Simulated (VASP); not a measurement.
Set up this calculation in VASP 6.6.1, as the native input.

```yaml
Task: single point
Functional: RPBE
Potentials_or_basis: VASP PAW PBE potentials, release 64 (Cu_sv_GW, O)
Cutoff: 700 eV
k_mesh: 10 × 10 × 5
Occupations: fermi-dirac, width 0.05 eV
Spin: no spin polarisation
Dipole_correction: no
Second_run: valence_matched
Further_INCAR_settings: ALGO = Normal; EDIFF = 1e-06; NBANDS = 33
```

The structure of CuO (Tenorite) lies in POSCAR:

```
CuO
1.0
    2.3906352041     -1.7470046099      0.0000000000
    2.3906352041      1.7470046099      0.0000000000
   -0.8774322550      0.0000000000      5.1586662202
Cu O
2 2
Direct
    0.4968000000      0.0032000000      0.5000000000
    0.0032000000      0.4968000000      0.0000000000
    0.4056000000      0.5714000000      0.7537000000
    0.5714000000      0.4056000000      0.2537000000
```

These files were run (other wordings do the same):

INCAR

```
SYSTEM = CuO
ALGO     = Normal         ! electronic algorithm
EDIFF    = 1E-6           ! SCF threshold, eV
ENCUT    = 700            ! plane-wave cutoff, eV
GGA      = RP             ! functional
GGA_COMPAT= .FALSE.      
ISIF     = 2              ! what is computed and relaxed
ISMEAR   = -1             ! smearing method
LASPH    = .TRUE.         ! aspherical terms in the spheres
LCHARG   = .FALSE.        ! write CHGCAR
LREAL    = .FALSE.        ! projectors in reciprocal space
LWAVE    = .FALSE.        ! write WAVECAR
NBANDS   = 33             ! bands
NELM     = 120            ! most SCF steps
PREC     = Accurate       ! precision mode
SIGMA    = 0.05           ! smearing width, eV
```

KPOINTS

```
k-points
0
G
  10 10 5
  0 0 0
```

Potentials or basis: VASP PAW PBE potentials, release 64 (Cu_sv_GW, O).

The run is started by

```sh
$ cat potpaw_PBE.64/Cu_sv_GW/POTCAR potpaw_PBE.64/O/POTCAR > POTCAR
$ mpirun -np 1 vasp_std > vasp.out
```

It gave:

```
Pressure               : -1.5 GPa
Largest force          : 0.689 eV/Å
Band gap on the k mesh : zero (band 25 reaches 5.39 eV, above the bottom of band 26 at 4.80 eV)
```

Caveat: the PAW data sets were made with another functional, which shifts forces and pressure a little; semilocal functionals often make such compounds metallic where correlation or magnetic order opens a gap, which also shifts bond lengths.

Run time: 3.7 min on 1 thread of Intel(R) Xeon(R) 6975P-C (Granite Rapids), on a shared host, peak memory 0.41 GiB.
